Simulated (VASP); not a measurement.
# BN (Fmm2) in VASP: a series of runs, part 3 of 3

VASP 6.6.1. Earlier steps stand in the parts before.

### 4 Relaxation of cell and atoms, PBEsol, target pressure 5 GPa, at which the enthalpy is minimised

This run uses another cell than the first one, of 8.09 Å³/atom.

Contents of INCAR:

```
PREC     = Accurate       # precision mode
ENCUT    = 600            # plane-wave cutoff, eV
EDIFF    = 1E-6           # SCF threshold, eV
ISMEAR   = 0              # smearing method
SIGMA    = 0.02           # smearing width, eV
LREAL    = False          # projectors in reciprocal space
LASPH    = True           # aspherical terms in the spheres
NELM     = 60             # most SCF steps
ALGO     = Normal         # electronic algorithm
ISIF     = 3              # what is computed and relaxed
LWAVE    = False          # write WAVECAR
LCHARG   = False          # write CHGCAR
GGA      = PS             # functional
IBRION   = 2              # ionic algorithm
NSW      = 70             # ionic steps
EDIFFG   = -0.008         # ionic threshold
PSTRESS  = 50.0
```

Contents of KPOINTS:

```
regular mesh
0
Gamma
  12 12 12
```

Contents of POSCAR:

```
BN
1.0
    0.0000000000      3.1529355191      2.1058221620
    1.2180530745      0.0000000000      2.1058221620
    1.2180530745      3.1529355191      0.0000000000
B N
1 1
Direct
    0.0001486821      0.0001486821      0.9998513179
    0.6665513079      0.6665513079      0.3334486921
```

Potentials or basis: VASP PAW PBE potentials, release 64 (B, N).

Run with:

```console
> cat potpaw_PBE.64/B/POTCAR potpaw_PBE.64/N/POTCAR > POTCAR
> mpirun -np 1 vasp_std > vasp.out
```

OUTCAR:

```text
PREC = Accurate
   ENCUT = 600
   EDIFF = 1E-6
   ISMEAR = 0
   LREAL = False
   LASPH = True
   NELM = 60
   ISIF = 3
   GGA = PS
   IBRION = 2
   NSW = 70
   EDIFFG = -0.008
   PSTRESS = 50.0

 ion  position               nearest neighbor table
   1  0.000  0.000  1.000-   2 1.40   2 1.41   2 1.41
   2  0.667  0.667  0.333-   1 1.40   1 1.41   1 1.41

  LATTYP: Found a face centered orthorhombic cell.
 ALAT       =     2.4361061490
 B/A-ratio  =     1.7288426967
 C/A-ratio  =     2.5885042164

  Lattice vectors:

 A1 = (   0.0000000000,   3.1529355191,   2.1058221620)
 A2 = (  -1.2180530745,   3.1529355191,   0.0000000000)
 A3 = (  -1.2180530745,   0.0000000000,   2.1058221620)

Analysis of symmetry for initial positions (statically):
=====================================================================
 Subroutine PRICEL returns:
 Original cell was already a primitive cell.

 Routine SETGRP: Setting up the symmetry group for a
 face centered orthorhombic supercell.

 Subroutine GETGRP returns: Found  4 space group operations
 (whereof  4 operations were pure point group operations)
 out of a pool of  8 trial point group operations.

The static configuration has the point symmetry C_2v.

Analysis of symmetry for dynamics (positions and initial velocities):
=====================================================================
 Subroutine PRICEL returns:
 Original cell was already a primitive cell.

 Routine SETGRP: Setting up the symmetry group for a
 face centered orthorhombic supercell.

 Subroutine GETGRP returns: Found  4 space group operations
 (whereof  4 operations were pure point group operations)
 out of a pool of  8 trial point group operations.

The dynamic configuration has the point symmetry C_2v.

 Subroutine INISYM returns: Found  4 space group operations
 (whereof  4 operations are pure point group operations),
 and found     1 'primitive' translations

----------------------------------------------------------------------------------------

                                     Primitive cell

  volume of cell :      16.1746

  direct lattice vectors                    reciprocal lattice vectors
     0.000000000  3.152935519  2.105822162    -0.410491144  0.158582374  0.237436954
     1.218053074  0.000000000  2.105822162     0.410491144 -0.158582374  0.237436954
     1.218053074  3.152935519  0.000000000     0.410491144  0.158582374 -0.237436954

  length of vectors
     3.791502257  2.432722810  3.380037822     0.500027655  0.500027655  0.500027655

  position of ions in fractional coordinates (direct lattice)
     0.000148682  0.000148682  0.999851318
     0.666551308  0.666551308  0.333448692

  ion indices of the primitive-cell ions
   primitive index   ion index
                 1           1
                 2           2

----------------------------------------------------------------------------------------

 KPOINTS: regular mesh

Automatic generation of k-mesh.
 Grid dimensions read from file:
 generate k-points for:   12   12   12

 Generating k-lattice:

  Cartesian coordinates                     Fractional coordinates (reciprocal lattice)
[... 49 lines left out ...]
   NGXF,Y,Z  is equivalent  to a cutoff of  26.31, 27.33, 27.54 a.u.
 SYSTEM =  unknown system
   PREC   = accura    normal or accurate (medium, high low for compatibility)
   ISTART =      0    job   : 0-new  1-cont  2-samecut
   ICHARG =      2    charge: 1-file 2-atom 10-const
   ISPIN  =      1    spin polarized calculation?
   LNONCOLLINEAR =      F non collinear calculations
   LSORBIT =      F    spin-orbit coupling
   LASPH  =      T    aspherical Exc in radial PAW
   ENCUT  =  600.0 eV  44.10 Ry    6.64 a.u.   7.57  4.86  6.75*2*pi/ulx,y,z
   NELM   =     60;   NELMIN=  2; NELMDL= -5     # of ELM steps
   EDIFF  = 0.1E-05   stopping-criterion for ELM
   LREAL  =      F    real-space projection
   EDIFFG = -.8E-02   stopping-criterion for IOM
   NSW    =     70    number of steps for IOM
   IBRION =      2    ionic relax: 0-MD 1-quasi-New 2-CG
   NFREE  =      1    steps in history (QN), initial steepest desc. (CG)
   ISIF   =      3    stress and relaxation
   ISYM   =      2    0-nonsym 1-usesym 2-fastsym
   POTIM  = 0.5000    time-step for ionic-motion
   TEBEG  =    0.0;   TEEND  =   0.0 temperature during run
   PSTRESS=   50.0 pullay stress
   NELECT =       8.0000    total number of electrons
   NUPDOWN=      -1.0000    fix difference up-down
   EMIN   =  10.00;   EMAX   =-10.00  energy-range for DOS
   EFERMI =   0.00;   METHOD = LEGACY
   ISMEAR =     0;   SIGMA  =   0.02  broadening in eV -4-tet -1-fermi 0-gaus
   EFERMI_NEDOS =   21; number of points for ismear=-14 and -15
   IALGO  =     38    algorithm
   IMIX   =      4    mixing-type and parameters
     AMIX     =   0.40;   BMIX     =  1.00
     AMIX_MAG =   1.60;   BMIX_MAG =  1.00
  volume/ion in A,a.u.               =       8.09        54.58
  Fermi-wavevector in a.u.,A,eV,Ry     =   1.294674  2.446580 22.805831  1.676181
  Thomas-Fermi vector in A             =   2.426242
   LORBIT       =      0    0 simple, 1 ext, 2 COOP (PROOUT), +10 PAW based schemes
   GGA     = PS    functional components
   LHFCALC =     F    Hartree Fock is set to
   AEXX    =    0.0000 exact exchange contribution
   IVDW    =     0    specifies the selected vdW correction
   LEPSILON=     F    determine dielectric tensor
   LRPA    =     F    only Hartree local field effects (RPA)
 conjugate gradient relaxation of ions
 non-spin polarized calculation
 Gauss-broadening in eV      SIGMA  =   0.02
  energy-cutoff  :      600.00
  volume of cell :       16.17
 maximum number of plane-waves:       556
   NGX = 15   NGY =  9   NGZ = 13

--------------------------------------- Ionic step        1  -------------------------------------------

 number of electron       8.0000000 magnetization

 Free energy of the ion-electron system (eV)
  ---------------------------------------------------
  ext. energy  EPLUGINS =         0.00000000
  ---------------------------------------------------
  free energy    TOTEN  =       -18.16408600 eV

  energy without entropy =      -18.16408600  energy(sigma->0) =      -18.16408600

------------------------ aborting loop because EDIFF is reached ----------------------------------------

  FORCE on cell =-STRESS in cart. coord.  units (eV):
  Direction    XX          YY          ZZ          XY          YZ          ZX
  --------------------------------------------------------------------------------------
  -------------------------------------------------------------------------------------
  Total        3.7471277      0.2915001      3.7359894      0.0000000      0.0000000      0.0000000
  in kB      371.1727507     28.8746245    370.0694446      0.0000000      0.0000000      0.0000000
  external PRESSURE =     206.7056066 kB  Pullay stress =      50.0000000 kB
[... 97 lines left out ...]
  energy  without entropy=      -18.2677182005  energy(sigma->0) =      -18.26771820

  enthalpy is  TOTEN    =       -17.7371745949 eV   P V=        0.5305436056

[... ionic steps 4 to 10 ...]

--------------------------------------- Ionic step       11  -------------------------------------------

 number of electron       8.0000000 magnetization

------------------------ aborting loop because EDIFF is reached ----------------------------------------
[... 71 lines left out ...]
--------------------------------------- Ionic step       13  -------------------------------------------

 number of electron       8.0000000 magnetization

 Free energy of the ion-electron system (eV)
  ---------------------------------------------------
  ext. energy  EPLUGINS =         0.00000000
  ---------------------------------------------------
  free energy    TOTEN  =       -18.25238564 eV

  energy without entropy =      -18.25238564  energy(sigma->0) =      -18.25238564

 E-fermi :   3.5281     XC(G=0): -10.9297

 val. band max:        3.3719265927   @ k =   0.5000  -0.4167   0.0833
 cond. band min:       6.2639357275   @ k =   0.0000   0.5000   0.5000
 fundamental gap:      2.8920091349
 Fermi energy:         3.5281413490

 k-point     1 :       0.0000    0.0000    0.0000
  band No.  band energies     occupation
      1     -14.9701      2.00000
      2      -0.5690      2.00000
      3       1.7380      2.00000
      4       1.7501      2.00000
      5       8.6956      0.00000
      6      14.6053      0.00000
      7      14.8103      0.00000
      8      16.4175      0.00000
[... 243 lines left out ...]
 k-point    24 :      -0.4167    0.1667   -0.0000
  band No.  band energies     occupation
      1     -11.2907      2.00000
      2      -5.6437      2.00000
      3      -2.4984      2.00000
      4       2.4223      2.00000
      5       7.7443      0.00000
      6      14.6434      0.00000
      7      16.9316      0.00000
      8      19.3966      0.00000

 [... further k-points ...]
[... 5 lines left out ...]
  --------------------------------------------------------------------------------------
  -------------------------------------------------------------------------------------
  Total        0.5015519      0.5055780      0.4970043      0.0000000      0.0000000      0.0000000
  in kB       49.1053210     49.4994968     48.6600814      0.0000000      0.0000000      0.0000000
  external PRESSURE =      -0.9117002 kB  Pullay stress =      50.0000000 kB
[... 21 lines left out ...]
  energy  without entropy=      -18.2523856450  energy(sigma->0) =      -18.25238564

  enthalpy is  TOTEN    =       -17.7416956532 eV   P V=        0.5106899918

 reached required accuracy - stopping structural energy minimisation
```

Wall time 8.5 min (1 thread of Intel Xeon 8259CL, shared host); peak memory 0.18 GiB.

What came out:

```
Free energy                                                : -18.2524 eV
Relaxed volume                                             : 8.18 Å³/atom
Relaxed cell                                               : a = 3.724 Å, b = 2.493 Å, c = 3.283 Å, α = 79.01°, β = 41.07°, γ = 59.92°
Space group after relaxing (to 0.1 Å)                      : Fmm2 (No. 42)
Energy change on relaxing (the run minimises the enthalpy) : -44.1 meV/atom
Ionic steps                                                : 13
Pressure after relaxing                                    : 4.9 GPa
Band gap on the k mesh                                     : 2.89 eV (least direct gap 4.49 eV)
```

The path:
```tsv
step	energy change (eV)	largest force (eV/Å)	pressure (GPa)	volume (Å³)
1	0.0000	0.0014	25.67	16.17
2	0.1394	0.0060	-27.90	18.70
3	-0.1036	0.0020	3.26	17.00
4	-0.1026	0.0019	4.19	16.96
5	-0.1021	0.0019	4.57	16.95
6	-0.1007	0.0040	4.67	16.87
7	-0.0957	0.0106	4.87	16.64
8	-0.0817	0.0249	5.51	16.17
9	-0.0885	0.0185	5.21	16.38
10	-0.0853	0.2717	3.83	16.34
11	-0.0885	0.0439	4.88	16.37
12	-0.0870	0.1667	4.96	16.34
13	-0.0883	0.0010	4.91	16.36
```

Final structure:
```xyz
2
Lattice="0.0000 3.0363 2.1571 1.2493 0.0000 2.1571 1.2493 3.0363 0.0000" Properties=species:S:1:pos:R:3 pbc="T T T"
B     1.2493    3.0363    0.0010
N     1.2493    3.0363    2.8753
```

Caveat: the cell is relaxed towards a set pressure, so the run minimises the enthalpy, not the energy; the PAW data sets were made with another functional, which shifts forces and pressure a little. A k mesh can miss the band edges.

### 5 Relaxation of cell and atoms, PBEsol, target pressure 2 GPa, at which the enthalpy is minimised

This run uses another cell than the first one, of 9.48 Å³/atom.

Contents of INCAR:

```
SYSTEM = BN
PREC = Accurate
ENCUT = 600
EDIFF = 1E-7
ISMEAR = 0
SIGMA = 0.02
LREAL = .FALSE.
LASPH = .TRUE.
NELM = 100
ALGO = Normal
ISIF = 3
LWAVE = .FALSE.
LCHARG = .FALSE.
GGA = PS
IBRION = 2
NSW = 70
EDIFFG = -0.008
PSTRESS = 20.0
```

Contents of KPOINTS:

```
regular mesh
0
G
  12 12 12
  0 0 0
```

Contents of POSCAR:

```
BN
1.0
    0.0000000000      3.5353247795      2.1540099661
    1.2445041418      0.0000000000      2.1540099661
    1.2445041418      3.5353247795      0.0000000000
B N
1 1
Direct
    0.0000672847      0.0000672847      0.9999327153
    0.6666327053      0.6666327053      0.3333672947
```

Run with:

```console
> cat potpaw_PBE.64/B/POTCAR potpaw_PBE.64/N/POTCAR > POTCAR
> mpirun -np 1 vasp_std > vasp.out
```

Run time: 8.3 min. Hardware: 1 thread of Intel Xeon 8259CL, shared host; peak memory 0.19 GiB.

The run converged. Its results:

```
Free energy                                                : -18.2790 eV
Relaxed volume                                             : 8.68 Å³/atom
Relaxed cell                                               : a = 3.868 Å, b = 2.499 Å, c = 3.442 Å, α = 79.51°, β = 39.45°, γ = 61.04°
Space group after relaxing (to 0.1 Å)                      : Fmm2 (No. 42)
Energy change on relaxing (the run minimises the enthalpy) : +1.1 meV/atom
Ionic steps                                                : 11
Pressure after relaxing                                    : 2.0 GPa
Largest force after relaxing                               : 0.005 eV/Å
Band gap on the k mesh                                     : 3.29 eV (least direct gap 4.48 eV)
```

Forces on the atoms (eV/Å):
```
B    0.000  0.000 -0.005
N    0.000  0.000  0.005
```

Stress tensor (GPa, compression positive):
```
2.01 0.00 0.00
0.00 2.02 0.00
0.00 0.00 1.92
```

The path:
```
step  energy change (eV)  largest force (eV/Å)  pressure (GPa)  volume (Å³)
   1              0.0000                0.0006            4.60        18.95
   2              0.0011                0.0003           -4.96        19.38
   3             -0.0053                0.0002            0.95        19.11
   4             -0.0053                0.0010            0.97        19.00
   5             -0.0053                0.0036            1.04        18.66
   6             -0.0033                0.0099            1.29        17.98
   7              0.0166                0.0280            2.46        16.61
   8              0.0004                0.0151            1.57        17.51
   9              0.0020                0.0168            1.68        17.37
  10              0.0064                0.2298            5.08        17.22
  11              0.0021                0.0048            1.98        17.36
```

Final structure:
```
CELL_PARAMETERS angstrom
0.00000 3.20596 2.16335
1.25138 0.00000 2.16335
1.25138 3.20596 0.00000
ATOMIC_POSITIONS crystal
B 0.00016 0.00016 0.99984
N 0.66654 0.66654 0.33346
```

Levels at points of the mesh, in eV from the valence-band top:
| k point | band 1 | band 2 | band 3 | band 4 | band 5 | band 6 | band 7 | band 8 |
| --- | --- | --- | --- | --- | --- | --- | --- | --- |
| (0.00, 0.00, 0.00) | -18.04 | -4.14 | -1.48 | -1.48 | 5.05 | 11.36 | 11.50 | 13.05 |
| (0.50, 0.00, 0.00) | -14.72 | -9.13 | -4.31 | -1.14 | 4.38 | 9.74 | 13.50 | 16.43 |
| (0.50, 0.50, 0.00) | -14.81 | -9.30 | -4.30 | -0.32 | 6.11 | 9.28 | 12.19 | 14.10 |
| (0.50, 0.00, 0.50) | -17.65 | -6.69 | -1.54 | -1.47 | 10.31 | 11.28 | 11.41 | 12.38 |
| (0.00, 0.50, 0.50) | -14.60 | -8.93 | -4.39 | -1.88 | 3.29 | 9.66 | 14.89 | 19.24 |

Caveat: the cell is relaxed towards a set pressure, so the run minimises the enthalpy, not the energy; the PAW data sets were made with another functional, which shifts forces and pressure a little. A k mesh can miss the band edges.

### 6 Overview

| task | cell | k mesh | cutoff (eV) | gap on the mesh (eV) | pressure (GPa) |
| --- | --- | --- | --- | --- | --- |
| single point | a = 3.435, b = 2.464, c = 2.967 Å, angles 77.9, 44.5, 57.6°, 2 atoms | 14 × 14 × 14 | 520 | 1.76 | 20.4 |
| relaxation of cell and atoms | relaxed to 5 GPa from a = 3.792, b = 2.433, c = 3.380 Å, angles 79.6, 39.1, 61.3°, 2 atoms | 12 × 12 × 12 | 600 | 2.89 | 4.9 |
| relaxation of cell and atoms | relaxed to 2 GPa from a = 4.140, b = 2.488, c = 3.748 Å, angles 80.4, 36.3, 63.2°, 2 atoms | 12 × 12 × 12 | 600 | 3.29 | 2.0 |

Alike in all rows: level PBEsol; potentials or basis VASP PAW PBE potentials, release 64 (B, N); no spin polarisation; smearing gaussian 0.02 eV.

Caveats: the PAW data sets were made with another functional, which shifts forces and pressure a little; the cell is relaxed towards a set pressure, so the run minimises the enthalpy, not the energy (at least some runs); the cell stands under pressure (at least some runs).

Absolute energies hang on the potentials; compare differences alone.
